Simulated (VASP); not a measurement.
The system is TiAl.

```
Ti Al
1.0
     2.86726    0.00000    0.00000
    -1.43363    2.48312    0.00000
     0.00000    0.00000    4.67808
Ti Al
1 1
Cartesian
  0.0000 0.0000 0.0000
  0.0000 1.6554 2.3390
```

- Program: VASP 6.6.1
- Task: relaxation of cell and atoms
- Functional: LDA
- Potentials or basis: VASP PAW LDA potentials, release 64 (Ti_sv, Al)
- Cutoff: 600 eV
- k mesh: 17 × 17 × 9
- Occupations: fermi-dirac, width 0.1 eV
- Spin: no spin polarisation

At the start: pressure -5.9 GPa; volume 16.65 Å³/atom.

**Question.** Where does the relaxation end?

**Answer.** Over 7 steps the energy falls by 17.5 meV/atom and the volume is 15.75 Å³/atom (-5.4 %); space group P-6m2 (No. 187, to 0.05 Å).

Step by step:
```csv
step,energy change (eV),largest force (eV/Å),pressure (GPa),volume (Å³)
1,0.0000,0.0000,-5.89,33.31
2,-0.0206,0.0000,4.35,30.44
3,-0.0351,0.0000,-0.01,31.52
4,-0.0350,0.0000,-0.15,31.55
5,-0.0351,0.0000,-0.16,31.54
6,-0.0351,0.0000,-0.15,31.54
7,-0.0351,0.0000,-0.02,31.50
```

Final structure:
```yaml
crystal:
  lattice:
    - [2.81722, 0.00000, 0.00000]
    - [-1.40861, 2.43979, 0.00000]
    - [0.00000, 0.00000, 4.58343]
  atoms:
    - { symbol: Ti, position: [0.00000, 0.00000, 0.00000] }
    - { symbol: Al, position: [0.33333, 0.66667, 0.50000] }
```
